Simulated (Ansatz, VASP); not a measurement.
# One calculation of BaTiO3, two programs

INCAR

```
PREC = Accurate ; ENCUT = 520
EDIFF = 1E-6 ; ISMEAR = 0
SIGMA = 0.02 ; LREAL = F
LASPH = T ; NELM = 80
ALGO = Normal ; ISIF = 2
LWAVE = F ; LCHARG = F
GGA = PE ; NBANDS = 28
```

Contents of KPOINTS:

```
Automatic mesh
0
Gamma
  8 8 8
```

The input POSCAR:

```
BaTiO3
1.0
    4.0192509343      0.0000000000      0.0000000000
    0.0000000000      4.0192509343      0.0000000000
    0.0000000000      0.0000000000      4.0996359530
Ba Ti O
1 1 3
Direct
    0.5000000000      0.5000000000      0.5000000000
    0.0000000000      0.0000000000      0.0000000000
    0.5000000000      0.0000000000      0.0000000000
    0.0000000000      0.5000000000      0.0000000000
    0.0000000000      0.0000000000      0.5000000000
```

Input for Ansatz:

```yaml
crystal:
  lattice:
    - [4.0192509343, 0.0, 0.0]
    - [0.0, 4.0192509343, 0.0]
    - [0.0, 0.0, 4.099635953]
  atoms:
    - { symbol: Ba, position: [0.5, 0.5, 0.5] }
    - { symbol: Ti, position: [0.0, 0.0, 0.0] }
    - { symbol: O, position: [0.5, 0.0, 0.0] }
    - { symbol: O, position: [0.0, 0.5, 0.0] }
    - { symbol: O, position: [0.0, 0.0, 0.5] }
basis:
  ecutwfc: 420
kpoints:
  mp_grid: { grid: [8, 8, 8] }
hamiltonian:
  xc: pbe
scf:
  occupations: { method: gaussian, width: 0.02 }
output:
  forces: true
  stress: true
  eigenvalues: true
```

Change from the starting cell: strain along c alone, the other axes held, atoms relaxed: +2.0 %.

Alike in both runs: task single point; functional PBE; k mesh 8 × 8 × 8; occupations gaussian, width 0.02 eV; no spin polarisation.

|  | VASP | Ansatz |
| --- | --- | --- |
| version | VASP 6.6.1 | Ansatz 0.2.0 |
| potentials or method | VASP PAW PBE potentials, release 64 (Ba_sv, Ti_sv, O), cutoff 520 eV | scalar-relativistic, plane waves, PAW |
| valence electrons in the cell | 40 | 40 |

```csv
,VASP,Ansatz,Ansatz less VASP
gap on the k mesh at the Fermi level (eV),1.64,1.70,+0.060
least direct gap on the mesh (eV),1.83,1.86,+0.027
pressure (GPa),-1.4,-3.0,-1.61
"traceless stress, the component that is largest in VASP (GPa)",-2.17,-2.08,+0.083
```

Neither program's run includes spin-orbit coupling.
